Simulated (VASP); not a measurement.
# Rh (P6_3/mmc) in VASP: a series of runs

Runs on Rh. Level: PBE. Tasks: single point.

All numbers are computed with VASP 6.6.1; they aren't measurements. Logs are shortened: lines on timing, memory, paths and dates and some standing lists are left out, and cuts for length are marked.

## 1. The cell of the first run

It takes space group P6_3/mmc (No. 194, hexagonal). The conventional cell has a = 2.725 Å, b = 2.725 Å, c = 4.385 Å, α = 90.00°, β = 90.00°, γ = 120.00°. Rh (site symmetry -6m2) has 12 Rh at 2.70 to 2.72 Å within 3.6 Å.

This isn't the form of Rh at room conditions, which is fcc.

## 2. Single point, PBE

INCAR reads:

```
PREC = Accurate ; ENCUT = 520
EDIFF = 1E-7 ; ISMEAR = 0
SIGMA = 0.1 ; LREAL = False
LASPH = True ; NELM = 80
ALGO = Fast ; ISIF = 2
LWAVE = False ; LCHARG = False
GGA = PE ; NBANDS = 22
```

KPOINTS reads:

```
Automatic mesh
0
Gamma
  30 30 20
```

POSCAR reads:

```
Rh
1.0
    2.7247109498      0.0000002930      0.0000000000
   -1.3623557287      2.3596687540      0.0000000000
    0.0000000000      0.0000000000      4.3846867620
Rh
2
Direct
    0.0000000000      0.0000000000      0.0000000000
    0.3333333333      0.6666666667      0.5000000000
```

Potentials or basis: VASP PAW PBE potentials, release 64 (Rh_pv).

The run is started by

```
$ cat potpaw_PBE.64/Rh_pv/POTCAR > POTCAR
$ mpirun -np 1 vasp_std > vasp.out
```

OUTCAR:

```text
PREC = Accurate
   ENCUT = 520
   EDIFF = 1E-7
   ISMEAR = 0
   LREAL = False
   LASPH = True
   NELM = 80
   ISIF = 2
   GGA = PE

 ion  position               nearest neighbor table
   1  0.000  0.000  0.000-   2 2.70   2 2.70   2 2.70   2 2.70   2 2.70   2 2.70
   2  0.333  0.667  0.500-   1 2.70   1 2.70   1 2.70   1 2.70   1 2.70   1 2.70

  LATTYP: Found a hexagonal cell.
 ALAT       =     2.7247109498
 C/A-ratio  =     1.6092300588

  Lattice vectors:

 A1 = (   2.7247109498,   0.0000002930,   0.0000000000)
 A2 = (  -1.3623557287,   2.3596687540,   0.0000000000)
 A3 = (   0.0000000000,   0.0000000000,   4.3846867620)

Analysis of symmetry for initial positions (statically):
=====================================================================
 Subroutine PRICEL returns:
 Original cell was already a primitive cell.

 Routine SETGRP: Setting up the symmetry group for a
 hexagonal supercell.

 Subroutine GETGRP returns: Found 24 space group operations
 (whereof 12 operations were pure point group operations)
 out of a pool of 24 trial point group operations.

The static configuration has the point symmetry D_3h.
 The point group associated with its full space group is D_6h.

Analysis of symmetry for dynamics (positions and initial velocities):
=====================================================================
 Subroutine PRICEL returns:
 Original cell was already a primitive cell.

 Routine SETGRP: Setting up the symmetry group for a
 hexagonal supercell.

 Subroutine GETGRP returns: Found 24 space group operations
 (whereof 12 operations were pure point group operations)
 out of a pool of 24 trial point group operations.

The dynamic configuration has the point symmetry D_3h.
 The point group associated with its full space group is D_6h.

 Subroutine INISYM returns: Found 24 space group operations
 (whereof 12 operations are pure point group operations),
 and found     1 'primitive' translations

----------------------------------------------------------------------------------------

                                     Primitive cell

  volume of cell :      28.1910

  direct lattice vectors                    reciprocal lattice vectors
     2.724710950  0.000000293  0.000000000     0.367011384  0.211894174  0.000000000
    -1.362355729  2.359668754  0.000000000    -0.000000046  0.423788270  0.000000000
     0.000000000  0.000000000  4.384686762     0.000000000  0.000000000  0.228066463

  length of vectors
     2.724710950  2.724710950  4.384686762     0.423788270  0.423788270  0.228066463

  position of ions in fractional coordinates (direct lattice)
     0.000000000  0.000000000  0.000000000
     0.333333333  0.666666667  0.500000000

  ion indices of the primitive-cell ions
   primitive index   ion index
                 1           1
                 2           2

----------------------------------------------------------------------------------------

 KPOINTS: Automatic mesh

Automatic generation of k-mesh.
 Grid dimensions read from file:
 generate k-points for:   30   30   20

 Generating k-lattice:

  Cartesian coordinates                     Fractional coordinates (reciprocal lattice)
     0.012233713  0.007063139  0.000000000     0.033333333  0.000000000  0.000000000
    -0.000000002  0.014126276  0.000000000     0.000000000  0.033333333  0.000000000
     0.000000000  0.000000000  0.011403323     0.000000000  0.000000000  0.050000000

  Length of vectors
     0.014126276  0.014126276  0.011403323

  Shift w.r.t. Gamma in fractional coordinates (k-lattice)
     0.000000000  0.000000000  0.000000000

 Subroutine IBZKPT returns following result:
 ===========================================

 Found   1001 irreducible k-points:

 Following reciprocal coordinates:
            Coordinates               Weight
  0.000000  0.000000  0.000000      1.000000
  0.033333  0.000000  0.000000      6.000000
  0.066667  0.000000  0.000000      6.000000
  0.100000  0.000000  0.000000      6.000000
  0.133333  0.000000  0.000000      6.000000
  0.166667  0.000000  0.000000      6.000000
[... 16 lines left out ...]
  0.233333  0.033333  0.000000     12.000000
  0.266667  0.033333  0.000000     12.000000
 [... further k-points ...]
   k-points           NKPTS =   1001   k-points in BZ     NKDIM =   1001   number of bands    NBANDS=     22
   number of dos      NEDOS =    301   number of ions     NIONS =      2
   total plane-waves  NPLWV =  14400
   dimension x,y,z NGX =    20 NGY =   20 NGZ =   36
   dimension x,y,z NGXF=    40 NGYF=   40 NGZF=   72
   ions per type =               2
   NGX,Y,Z   is equivalent  to a cutoff of  12.20, 12.20, 13.65 a.u.
   NGXF,Y,Z  is equivalent  to a cutoff of  24.41, 24.41, 27.30 a.u.
 SYSTEM =  unknown system
   PREC   = accura    normal or accurate (medium, high low for compatibility)
   ISTART =      0    job   : 0-new  1-cont  2-samecut
   ICHARG =      2    charge: 1-file 2-atom 10-const
   ISPIN  =      1    spin polarized calculation?
   LNONCOLLINEAR =      F non collinear calculations
   LSORBIT =      F    spin-orbit coupling
   LASPH  =      T    aspherical Exc in radial PAW
   ENCUT  =  520.0 eV  38.22 Ry    6.18 a.u.   5.07  5.07  8.15*2*pi/ulx,y,z
   NELM   =     80;   NELMIN=  2; NELMDL= -5     # of ELM steps
   EDIFF  = 0.1E-06   stopping-criterion for ELM
   LREAL  =      F    real-space projection
   EDIFFG = 0.1E-05   stopping-criterion for IOM
   NSW    =      0    number of steps for IOM
   IBRION =     -1    ionic relax: 0-MD 1-quasi-New 2-CG
   NFREE  =      0    steps in history (QN), initial steepest desc. (CG)
   ISIF   =      2    stress and relaxation
   ISYM   =      2    0-nonsym 1-usesym 2-fastsym
   POTIM  = 0.5000    time-step for ionic-motion
   TEBEG  =    0.0;   TEEND  =   0.0 temperature during run
   PSTRESS=    0.0 pullay stress
   NELECT =      30.0000    total number of electrons
   NUPDOWN=      -1.0000    fix difference up-down
   EMIN   =  10.00;   EMAX   =-10.00  energy-range for DOS
   EFERMI =   0.00;   METHOD = LEGACY
   ISMEAR =     0;   SIGMA  =   0.10  broadening in eV -4-tet -1-fermi 0-gaus
   EFERMI_NEDOS =   21; number of points for ismear=-14 and -15
   IALGO  =     68    algorithm
   IMIX   =      4    mixing-type and parameters
     AMIX     =   0.40;   BMIX     =  1.00
     AMIX_MAG =   1.60;   BMIX_MAG =  1.00
  volume/ion in A,a.u.               =      14.10        95.12
  Fermi-wavevector in a.u.,A,eV,Ry     =   1.671393  3.158475 38.008613  2.793554
  Thomas-Fermi vector in A             =   2.756723
   LORBIT       =      0    0 simple, 1 ext, 2 COOP (PROOUT), +10 PAW based schemes
   GGA     = PE    functional components
   LHFCALC =     F    Hartree Fock is set to
   AEXX    =    0.0000 exact exchange contribution
   IVDW    =     0    specifies the selected vdW correction
   LEPSILON=     F    determine dielectric tensor
   LRPA    =     F    only Hartree local field effects (RPA)
 non-spin polarized calculation
 RMM-DIIS sequential band-by-band and
 Gauss-broadening in eV      SIGMA  =   0.10
  energy-cutoff  :      520.00
  volume of cell :       28.19
 maximum number of plane-waves:       780
   NGX = 11   NGY = 11   NGZ = 17

 number of electron      30.0000003 magnetization

 Free energy of the ion-electron system (eV)
  ---------------------------------------------------
  ext. energy  EPLUGINS =         0.00000000
  ---------------------------------------------------
  free energy    TOTEN  =       -14.44998964 eV

  energy without entropy =      -14.43359846  energy(sigma->0) =      -14.44179405

 E-fermi :  11.5505     XC(G=0): -13.8698

 val. band max:       11.5475145410   @ k =   0.3333   0.2667   0.3500
 cond. band min:      11.5511000282   @ k =   0.3667   0.0333   0.3500
 fundamental gap:      0.0035854872
 Fermi energy:        11.5504822200

 k-point     1 :       0.0000    0.0000    0.0000
  band No.  band energies     occupation
      1     -35.5708      2.00000
      2     -34.9617      2.00000
      3     -34.9617      2.00000
      4     -34.8747      2.00000
      5     -34.8602      2.00000
      6     -34.8602      2.00000
[... 14 lines left out ...]
     21      29.7171      0.00000
     22      30.2431      0.00000

 k-point     2 :       0.0333    0.0000    0.0000
  band No.  band energies     occupation
      1     -35.5684      2.00000
      2     -34.9671      2.00000
      3     -34.9635      2.00000
      4     -34.8757      2.00000
      5     -34.8657      2.00000
      6     -34.8610      2.00000
[... 14 lines left out ...]
     21      29.7607      0.00000
     22      30.2770      0.00000

 k-point     3 :       0.0667    0.0000    0.0000
  band No.  band energies     occupation
      1     -35.5613      2.00000
      2     -34.9828      2.00000
      3     -34.9687      2.00000
      4     -34.8822      2.00000
      5     -34.8788      2.00000
      6     -34.8635      2.00000
[... 14 lines left out ...]
     21      29.8868      0.00000
     22      30.3446      0.00000

 k-point     4 :       0.1000    0.0000    0.0000
  band No.  band energies     occupation
      1     -35.5497      2.00000
      2     -35.0084      2.00000
      3     -34.9770      2.00000
      4     -34.9086      2.00000
      5     -34.8839      2.00000
      6     -34.8676      2.00000
[... 14 lines left out ...]
     21      30.0781      0.00000
     22      30.3175      0.00000

 k-point     5 :       0.1333    0.0000    0.0000
  band No.  band energies     occupation
      1     -35.5337      2.00000
      2     -35.0426      2.00000
      3     -34.9880      2.00000
      4     -34.9437      2.00000
      5     -34.8911      2.00000
      6     -34.8731      2.00000
[... 417 lines left out ...]
 k-point    22 :       0.2000    0.0333    0.0000
  band No.  band energies     occupation
      1     -35.4761      2.00000
      2     -35.1560      2.00000
      3     -35.0662      2.00000
      4     -35.0191      2.00000
      5     -34.9190      2.00000
      6     -34.8949      2.00000
[... 14 lines left out ...]
     21      28.7150      0.00000
     22      29.4944      0.00000

 k-point    23 :       0.2333    0.0333    0.0000
  band No.  band energies     occupation
      1     -35.4487      2.00000
      2     -35.2066      2.00000
      3     -35.1132      2.00000
      4     -35.0375      2.00000
      5     -34.9334      2.00000
      6     -34.9040      2.00000
[... 14 lines left out ...]
     21      27.9759      0.00000
     22      28.8313      0.00000

 k-point    24 :       0.2667    0.0333    0.0000
  band No.  band energies     occupation
      1     -35.4194      2.00000
      2     -35.2572      2.00000
      3     -35.1609      2.00000
      4     -35.0544      2.00000
      5     -34.9496      2.00000
      6     -34.9133      2.00000
[... 14 lines left out ...]
     21      27.2247      0.00000
     22      28.2161      0.00000

 [... further k-points ...]
[... 5 lines left out ...]
  --------------------------------------------------------------------------------------
  -------------------------------------------------------------------------------------
  Total       -0.0114530     -0.0114530      0.0892779      0.0000000      0.0000000      0.0000000
  in kB       -0.6509093     -0.6509093      5.0739303      0.0000000      0.0000000      0.0000000
  external PRESSURE =       1.2573706 kB  Pullay stress =       0.0000000 kB

 VOLUME and BASIS-vectors are now :
 -----------------------------------------------------------------------------
  energy-cutoff  :      520.00
  volume of cell :       28.19
      direct lattice vectors                 reciprocal lattice vectors
     2.724710950  0.000000293  0.000000000     0.367011384  0.211894174  0.000000000
    -1.362355729  2.359668754  0.000000000    -0.000000046  0.423788270  0.000000000
     0.000000000  0.000000000  4.384686762     0.000000000  0.000000000  0.228066463

 POSITION                                       TOTAL-FORCE (eV/Angst)
 -----------------------------------------------------------------------------------
      0.00000      0.00000      0.00000        -0.000000     -0.000000      0.000000
     -0.00000      1.57311      2.19234         0.000000      0.000000      0.000000
 -----------------------------------------------------------------------------------
    total drift:                               -0.000000      0.000000     -0.000000

  FREE ENERGIE OF THE ION-ELECTRON SYSTEM (eV)
  ---------------------------------------------------
  free  energy   TOTEN  =       -14.4499896434 eV

  energy  without entropy=      -14.4335984595  energy(sigma->0) =      -14.44179405
```

It took 9 min on 1 thread of AMD EPYC 7R43 (Zen 3), shared host; peak memory 0.49 GiB.

What came out:

| Property | Result |
| --- | --- |
| Free energy | -14.4500 eV |
| Pressure | 0.1 GPa |
| Band gap on the k mesh | zero (bands 15 and 16 overlap by 2.33 eV) |

Levels at points of the mesh, in eV from the Fermi level:
| k point | band 13 | band 14 | band 15 | band 16 | band 17 | band 18 |
| --- | --- | --- | --- | --- | --- | --- |
| (0.00, 0.00, 0.00) | -2.41 | -1.88 | -1.88 | 0.12 | 0.12 | 0.80 |
| (0.50, 0.00, 0.00) | -2.10 | 0.38 | 0.61 | 0.68 | 2.94 | 5.00 |
| (0.00, 0.00, 0.50) | -3.04 | -3.04 | -0.43 | -0.43 | -0.43 | -0.43 |
| (0.50, 0.00, 0.50) | -0.30 | -0.30 | 0.56 | 0.56 | 2.63 | 2.63 |

(Continued in part 2 of 2.)
